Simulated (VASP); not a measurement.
Set up this calculation in VASP 6.6.1, as the native input.

```
Task                   : single point
Functional             : BLYP
Potentials or basis    : VASP PAW PBE potentials, release 64 (Mg, O)
Cutoff                 : 520 eV
k mesh                 : 10 × 10 × 10
Occupations            : gaussian, width 0.05 eV
Spin                   : no spin polarisation
Dipole correction      : no
Further INCAR settings : ALGO = Normal; EDIFF = 1e-07; NBANDS = 11
```

The structure of MgO lies in POSCAR:

```
MgO
1.0
    0.0000000000      2.1366523555      2.1366523555
    2.1366523555      0.0000000000      2.1366523555
    2.1366523555      2.1366523555      0.0000000000
Mg O
1 1
Direct
    0.0000000000      0.0000000000      0.0000000000
    0.5000000000      0.5000000000      0.5000000000
```

These files were run (other wordings do the same):

INCAR

```
PREC = Accurate
ENCUT = 520
EDIFF = 1E-7
ISMEAR = 0
SIGMA = 0.05
LREAL = False
LASPH = True
NELM = 60
ALGO = Normal
ISIF = 2
LWAVE = False
LCHARG = True
GGA = B5
ALDAX = 1.0
AGGAX = 1.0
AGGAC = 1.0
ALDAC = 0.0
LELF = True
LVHAR = True
NBANDS = 11
```

KPOINTS

```
Automatic mesh
0
Gamma
  10 10 10
```

Potentials or basis: VASP PAW PBE potentials, release 64 (Mg, O).

Run with:

```sh
$ cat potpaw_PBE.64/Mg/POTCAR potpaw_PBE.64/O/POTCAR > POTCAR
$ mpirun -np 1 vasp_std > vasp.out
```

Results of the run:

```yaml
Pressure: -0.5 GPa
Band_gap_on_the_k_mesh: 4.60 eV, direct
```

Caveat: the PAW data sets were made with another functional, which shifts forces and pressure a little.

Run time: 13 s on 1 thread of Intel Xeon 6975P-C, with other jobs on the host, peak memory 0.14 GiB.
